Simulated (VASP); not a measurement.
# NaF: G0W0 quasiparticle levels with LDA

Crystal: NaF.

```xyz
2
Lattice="0.0000 2.2972 2.2972 2.2972 0.0000 2.2972 2.2972 2.2972 0.0000" Properties=species:S:1:pos:R:3 pbc="T T T"
Na    0.0000    0.0000    0.0000
F     2.2972    2.2972    2.2972
```

```json
{
 "Program": "VASP 6.6.1",
 "Task": "G0W0 quasiparticle levels",
 "Functional": "LDA",
 "Potentials or basis": "VASP PAW LDA potentials, release 64 (Na_sv_GW, F_GW)",
 "Cutoff": "500 eV",
 "k mesh": "6 × 6 × 6",
 "Occupations": "gaussian, width 0.01 eV",
 "Spin": "no spin polarisation",
 "Dipole correction": "no",
 "GW scheme": "G0W0",
 "GW iterations": "1",
 "Cutoff of the response function": "140",
 "Frequency points": "96",
 "Empty bands": "91",
 "Further INCAR settings": "ALGO = EVGW0; EDIFF = 1e-08; NBANDS = 99"
}
```

```yaml
Quasiparticle_gap: 10.59 eV
Least_direct_quasiparticle_gap: 10.59 eV
Band_gap_of_the_starting_levels_on_the_mesh: 6.11 eV
Least_direct_gap_of_the_starting_levels_on_the_mesh: 6.11 eV
```

Wall time 2.8 min on 1 thread of Intel(R) Xeon(R) 6975P-C (Granite Rapids), with other jobs on the host, peak memory 0.47 GiB.

Caveat: the k points lie up to 0.39 Å⁻¹ apart; bands, screening cutoff and mesh are small and nothing is extrapolated, so the quasiparticle values aren't converged.
